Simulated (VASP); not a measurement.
# CdTe (F-43m) in VASP: a series of runs, part 2 of 2

VASP 6.6.1. Earlier steps stand in the parts before.

## Step 3: Relaxation of cell and atoms, PBE, target pressure 6 GPa, at which the enthalpy is minimised

This run uses another cell than the first one, of 36.24 Å³/atom, 1.135 times its volume.

Contents of INCAR:

```
SYSTEM = CdTe
ALGO     = Normal         ! electronic algorithm
EDIFF    = 1E-7           ! SCF threshold, eV
EDIFFG   = -0.001         ! ionic threshold
ENCUT    = 600            ! plane-wave cutoff, eV
GGA      = PE             ! functional
IBRION   = 2              ! ionic algorithm
ISIF     = 3              ! what is computed and relaxed
ISMEAR   = 0              ! smearing method
LASPH    = .TRUE.         ! aspherical terms in the spheres
LCHARG   = .FALSE.        ! write CHGCAR
LREAL    = .FALSE.        ! projectors in reciprocal space
LWAVE    = .FALSE.        ! write WAVECAR
NELM     = 60             ! most SCF steps
NSW      = 80             ! ionic steps
PREC     = Accurate       ! precision mode
PSTRESS  = 60.0         
SIGMA    = 0.01           ! smearing width, eV
```

Contents of KPOINTS:

```
k-points
0
G
  10 10 10
  0 0 0
```

Contents of POSCAR:

```
CdTe
1.0
    0.0000000000      3.3092645829      3.3092645829
    3.3092645829      0.0000000000      3.3092645829
    3.3092645829      3.3092645829      0.0000000000
Cd Te
1 1
Direct
    0.0000000000      0.0000000000      0.0000000000
    0.7500000000      0.7500000000      0.7500000000
```

Potentials or basis: VASP PAW PBE potentials, release 64 (Cd, Te).

Started as:

```console
$ cat potpaw_PBE.64/Cd/POTCAR potpaw_PBE.64/Te/POTCAR > POTCAR
$ mpirun -np 1 vasp_std > vasp.out
```

OUTCAR:

```text
SYSTEM = CdTe
   EDIFF = 1E-7
   EDIFFG = -0.001
   ENCUT = 600
   GGA = PE
   IBRION = 2
   ISIF = 3
   ISMEAR = 0
   LASPH = .TRUE.
   LREAL = .FALSE.
   NELM = 60
   NSW = 80
   PREC = Accurate
   PSTRESS = 60.0

 ion  position               nearest neighbor table
   1  0.000  0.000  0.000-   2 2.87   2 2.87   2 2.87   2 2.87
   2  0.750  0.750  0.750-   1 2.87   1 2.87   1 2.87   1 2.87

  LATTYP: Found a face centered cubic cell.
 ALAT       =     6.6185291658

  Lattice vectors:

 A1 = (   0.0000000000,   3.3092645829,   3.3092645829)
 A2 = (   3.3092645829,   0.0000000000,   3.3092645829)
 A3 = (   3.3092645829,   3.3092645829,   0.0000000000)

Analysis of symmetry for initial positions (statically):
=====================================================================
 Subroutine PRICEL returns:
 Original cell was already a primitive cell.

[... 374 lines left out ...]
 cond. band min:       3.8886768735   @ k =   0.0000   0.0000   0.0000
 fundamental gap:      0.9618290593
 Fermi energy:         3.0350691094

 k-point     1 :       0.0000    0.0000    0.0000
  band No.  band energies     occupation
      1      -8.6180      2.00000
      2      -5.5928      2.00000
      3      -5.5928      2.00000
      4      -5.5928      2.00000
      5      -5.2839      2.00000
      6      -5.2839      2.00000
      7       2.9268      2.00000
      8       2.9268      2.00000
      9       2.9268      2.00000
     10       3.8887      0.00000
     11       7.4793      0.00000
     12       7.4793      0.00000
     13       7.4793      0.00000
[... 354 lines left out ...]
  band No.  band energies     occupation
      1      -8.1348      2.00000
      2      -5.4581      2.00000
      3      -5.4453      2.00000
      4      -5.3841      2.00000
      5      -5.2572      2.00000
      6      -5.0019      2.00000
      7      -0.9704      2.00000
      8       1.0260      2.00000
      9       1.2225      2.00000
     10       5.7204      0.00000
     11       6.2704      0.00000
     12       9.8034      0.00000
     13      10.5270      0.00000

 [... further k-points ...]
[... 5 lines left out ...]
  --------------------------------------------------------------------------------------
  -------------------------------------------------------------------------------------
  Total        2.3991080      2.3991080      2.3991080      0.0000000      0.0000000      0.0000000
  in kB       60.0455696     60.0455696     60.0455696      0.0000000      0.0000000      0.0000000
  external PRESSURE =       0.0455696 kB  Pullay stress =      60.0000000 kB
[... 21 lines left out ...]
  energy  without entropy=       -4.6699765160  energy(sigma->0) =       -4.66997652

  enthalpy is  TOTEN    =        -2.2726892781 eV   P V=        2.3972872379

 reached required accuracy - stopping structural energy minimisation
```

Wall time 3.7 min (1 thread of Intel Xeon Platinum 8488C (Sapphire Rapids), shared host); peak memory 0.29 GiB.

What came out:

* Free energy: -4.6700 eV
* Relaxed volume: 32.01 Å³/atom
* Relaxed cell: a = 4.490 Å, b = 4.490 Å, c = 4.490 Å, α = 60.00°, β = 60.00°, γ = 60.00°
* Space group after relaxing (to 0.05 Å): F-43m (No. 216)
* Energy change on relaxing (the enthalpy is what falls): +71.3 meV/atom
* Ionic steps: 6
* Pressure after relaxing: 6.0 GPa
* Band gap on the k mesh: 0.96 eV, direct

The path:
| step | energy change (eV) | largest force (eV/Å) | pressure (GPa) | volume (Å³) |
| --- | --- | --- | --- | --- |
| 1 | 0.0000 | 0.0000 | 0.07 | 72.48 |
| 2 | 0.3965 | 0.0000 | 11.60 | 59.29 |
| 3 | 0.1406 | 0.0000 | 5.96 | 64.07 |
| 4 | 0.1466 | 0.0000 | 6.11 | 63.91 |
| 5 | 0.1396 | 0.0000 | 5.93 | 64.09 |
| 6 | 0.1425 | 0.0000 | 6.00 | 64.01 |

Final structure:
```
Cd Te
1.0
     0.00000    3.17504    3.17504
     3.17504    0.00000    3.17504
     3.17504    3.17504    0.00000
Cd Te
1 1
Cartesian
  0.0000 3.1750 3.1750
  4.7626 4.7626 4.7626
```

Levels at points of the mesh, in eV from the valence-band top:
| k point | band 5 | band 6 | band 7 | band 8 | band 9 | band 10 | band 11 | band 12 | band 13 |
| --- | --- | --- | --- | --- | --- | --- | --- | --- | --- |
| (0.00, 0.00, 0.00) | -8.21 | -8.21 | 0.00 | 0.00 | 0.00 | 0.96 | 4.55 | 4.55 | 4.55 |
| (0.50, 0.00, 0.00) | -8.20 | -7.81 | -4.79 | -0.87 | -0.87 | 1.88 | 5.16 | 5.16 | 7.11 |
| (0.50, 0.50, 0.00) | -8.17 | -7.64 | -4.62 | -2.08 | -2.08 | 2.46 | 2.64 | 9.19 | 9.44 |

Caveat: the cell is relaxed towards a set pressure, so the enthalpy falls and the energy may rise; spin-orbit coupling is left out, which moves the levels of the heavy elements. As with any semilocal functional, this PBE gap is likely too small.
